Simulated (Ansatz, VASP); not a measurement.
**SrC2 in VASP and in Ansatz**

```
CELL_PARAMETERS angstrom
2.31594 1.33711 2.49120
-2.31594 1.33711 2.49120
0.00000 -2.67422 2.49120
ATOMIC_POSITIONS crystal
Sr 0.00000 0.00000 0.00000
C 0.59156 0.59156 0.59156
C 0.40844 0.40844 0.40844
```

Change from the starting cell: strain -0.080 along x and y, +0.080 along z, atoms carried along.

Alike in both runs: task single point; functional LDA; k mesh 9 × 9 × 9; occupations gaussian, width 0.05 eV; no spin polarisation.

|  | VASP | Ansatz |
| --- | --- | --- |
| version | VASP 6.6.1 | Ansatz 0.2.0 |
| potentials or method | VASP PAW LDA potentials, release 64 (Sr_sv, C), cutoff 520 eV | scalar-relativistic, plane waves, PAW |
| valence electrons in the cell | 18 | 18 |

Ansatz gave:

| Property | Result |
| --- | --- |
| gap on the k mesh at the Fermi level (eV) | 1.06 |
| least direct gap on the mesh (eV) | 1.64 |
| pressure (GPa) | -8.9 |
| traceless stress, the component that is largest in VASP (GPa) | -23.82 |
| rms of the force components (eV/Å) | 2.755 |

**Question.** Which values does VASP return?

**Answer.** gap on the k mesh at the Fermi level (eV): 1.02; least direct gap on the mesh (eV): 1.62; pressure (GPa): -8.3; traceless stress, the component that is largest in VASP (GPa): -23.75; rms of the force components (eV/Å): 2.719.

LDA's correlation is that of Perdew and Zunger in VASP and of Perdew and Wang (1992) in Ansatz. Atom by atom the forces differ by 0.036 eV/Å (rms over components).
